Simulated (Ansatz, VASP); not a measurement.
# One calculation of K2TaO3, two programs

File INCAR:

```
SYSTEM = K2TaO3
ALGO     = Normal         ! electronic algorithm
EDIFF    = 1E-6           ! SCF threshold, eV
ENCUT    = 600            ! plane-wave cutoff, eV
GGA      = PE             ! functional
GGA_COMPAT= .FALSE.      
ISIF     = 2              ! what is computed and relaxed
ISMEAR   = 0              ! smearing method
LASPH    = .TRUE.         ! aspherical terms in the spheres
LCHARG   = .FALSE.        ! write CHGCAR
LREAL    = .FALSE.        ! projectors in reciprocal space
LWAVE    = .FALSE.        ! write WAVECAR
NBANDS   = 32             ! bands
NELM     = 120            ! most SCF steps
PREC     = Accurate       ! precision mode
SIGMA    = 0.1            ! smearing width, eV
```

Contents of KPOINTS:

```
k-points
0
G
  3 3 4
  0 0 0
```

POSCAR

```
K2TaO3
1.0
    5.8900778300      0.0000000000      0.0000000000
   -2.9450389200      5.1009570300      0.0000000000
    0.0000000000      0.0000000000      4.4523035200
K Ta O
2 1 3
Direct
    0.6666666700      0.3333333300      0.5000000000
    0.0000000000      0.0000000000      0.5000000000
    0.3333333300      0.6666666700      0.0000000000
    0.2095165800      0.7904834200      0.5000000000
    0.2095165800      0.4190331600      0.5000000000
    0.5809668400      0.7904834200      0.5000000000
```

Input for Ansatz:

```yaml
crystal:
  lattice:
    - [5.89007783, 0.0, 0.0]
    - [-2.94503892, 5.10095703, 0.0]
    - [0.0, 0.0, 4.45230352]
  atoms:
    - { symbol: K, position: [0.66666667, 0.33333333, 0.5] }
    - { symbol: K, position: [0.0, 0.0, 0.5] }
    - { symbol: Ta, position: [0.33333333, 0.66666667, 0.0] }
    - { symbol: O, position: [0.20951658, 0.79048342, 0.5] }
    - { symbol: O, position: [0.20951658, 0.41903316, 0.5] }
    - { symbol: O, position: [0.58096684, 0.79048342, 0.5] }
basis:
  ecutwfc: 420
kpoints:
  mp_grid: { grid: [3, 3, 4] }
hamiltonian:
  xc: pbe
scf:
  occupations: { method: gaussian, width: 0.1 }
  lower_state_search: "off"
output:
  forces: true
  stress: true
  eigenvalues: true
```

Alike in both runs: task single point; functional PBE; k mesh 3 × 3 × 4; occupations gaussian, width 0.1 eV; no spin polarisation.

|  | VASP | Ansatz |
| --- | --- | --- |
| version | VASP 6.6.1 | Ansatz 0.2.0 |
| potentials or method | VASP PAW PBE potentials, release 64 (K_sv, Ta_pv, O), cutoff 600 eV | scalar-relativistic, plane waves, PAW |
| valence electrons in the cell | 47 | 49 |

VASP gave:

| Item | Value |
| --- | --- |
| gap on the k mesh at the Fermi level (eV) | none |
| pressure (GPa) | -3.7 |
| traceless stress, the component that is largest in VASP (GPa) | -30.16 |
| rms of the force components (eV/Å) | 0.392 |

Task: Which values does Ansatz return?

Result: gap on the k mesh at the Fermi level (eV): none; pressure (GPa): -4.0; traceless stress, the component that is largest in VASP (GPa): -29.99; rms of the force components (eV/Å): 0.341.

Atom by atom the forces differ by 0.051 eV/Å (rms over components). A gap of «none» marks a metal or a gap that the smearing closes. With one functional, cell and mesh, what is left measures potentials, basis and numerics. VASP's potentials hold 47 valence electrons a cell and Ansatz's 49, so a difference there can come from the potentials and not from the codes.

The k mesh is coarse, so the values compare programs but aren't converged. Neither program's run includes spin-orbit coupling.
